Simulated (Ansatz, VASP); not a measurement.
**Two plane-wave programs on Ta2Mo**

```
Ta Mo
1.0
     0.00000    3.13089    3.13089
     3.13089    0.00000    3.13089
     3.13089    3.13089    0.00000
Ta Mo
2 1
Cartesian
  1.5654 1.5654 1.5654
  4.6963 4.6963 4.6963
  0.0000 0.0000 0.0000
```

Alike in both runs: task single point; functional PBE; k mesh 6 × 6 × 6; occupations gaussian, width 0.1 eV; collinear spin.

|  | VASP | Ansatz |
| --- | --- | --- |
| version | VASP 6.6.1 | Ansatz 0.2.0 |
| potentials or method | VASP PAW PBE potentials, release 64 (Ta_pv, Mo_sv), cutoff 520 eV | scalar-relativistic, plane waves, PAW |
| valence electrons in the cell | 36 | 40 |

```csv
,VASP,Ansatz,Ansatz less VASP
gap on the k mesh at the Fermi level (eV),none,none,-
pressure (GPa),0.1,0.0,-0.15
net moment per atom (μB),0.00,0.00,0.000
```

A gap of «none» marks a metal or a gap that the smearing closes. VASP's potentials hold 36 valence electrons a cell and Ansatz's 40, so a difference there can come from the potentials and not from the codes. Ansatz's warnings: seeded moment not kept.

Spin-orbit coupling is off throughout.
